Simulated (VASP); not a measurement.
Write the native input for VASP 6.6.1 that does the following.

```yaml
Task: relaxation of cell and atoms
Functional: PBE
Potentials_or_basis: VASP PAW PBE potentials, release 64 (Cs_sv, Na_pv)
Cutoff: 600 eV
k_mesh: 6 × 6 × 6
Occupations: gaussian, width 0.1 eV
Spin: no spin polarisation
Dipole_correction: no
Further_INCAR_settings: ALGO = Normal; EDIFF = 1e-06; IBRION = 2; EDIFFG = -0.04; NSW = 90; ISIF = 3
```

The structure of Cs2Na lies in POSCAR:

```
Cs2Na
1.0
   -2.2221373347      2.2221373347      5.4511806491
    2.2221373347     -2.2221373347      5.4511806491
    2.2221373347      2.2221373347     -5.4511806491
Cs Na
2 1
Direct
    0.6650000000      0.6650000000      0.0000000000
    0.3350000000      0.3350000000      0.0000000000
    0.0000000000      0.0000000000      0.0000000000
```

The input as run:

INCAR

```
SYSTEM = Cs2Na
PREC = Accurate
ENCUT = 600
EDIFF = 1E-6
ISMEAR = 0
SIGMA = 0.1
LREAL = .FALSE.
LASPH = .TRUE.
NELM = 80
ALGO = Normal
ISIF = 3
LWAVE = .FALSE.
LCHARG = .FALSE.
GGA = PE
IBRION = 2
NSW = 90
EDIFFG = -0.04
```

KPOINTS

```
Automatic mesh
0
G
  6 6 6
  0 0 0
```

Potentials or basis: VASP PAW PBE potentials, release 64 (Cs_sv, Na_pv).

Launch:

```sh
$ cat potpaw_PBE.64/Cs_sv/POTCAR potpaw_PBE.64/Na_pv/POTCAR > POTCAR
$ mpirun -np 1 vasp_std > vasp.out
```

Results of the run:

```json
{
  "Relaxed volume": "83.77 Å³/atom",
  "Relaxed cell": "a = 9.280 Å, b = 9.280 Å, c = 9.280 Å, α = 145.81°, β = 145.81°, γ = 49.13°",
  "Space group after relaxing (to 0.05 Å)": "I4/mmm (No. 139)",
  "Energy gained by relaxing": "703.3 meV/atom",
  "Ionic steps": "14",
  "Pressure after relaxing": "0.0 GPa"
}
```

Caveat: the volume moved by over 15 % at a fixed basis, so the end points are rough.

Run time: 8.8 min on 1 thread of AMD EPYC 9R45 96-Core Processor (Zen 5), on a shared host, peak memory 0.36 GiB.
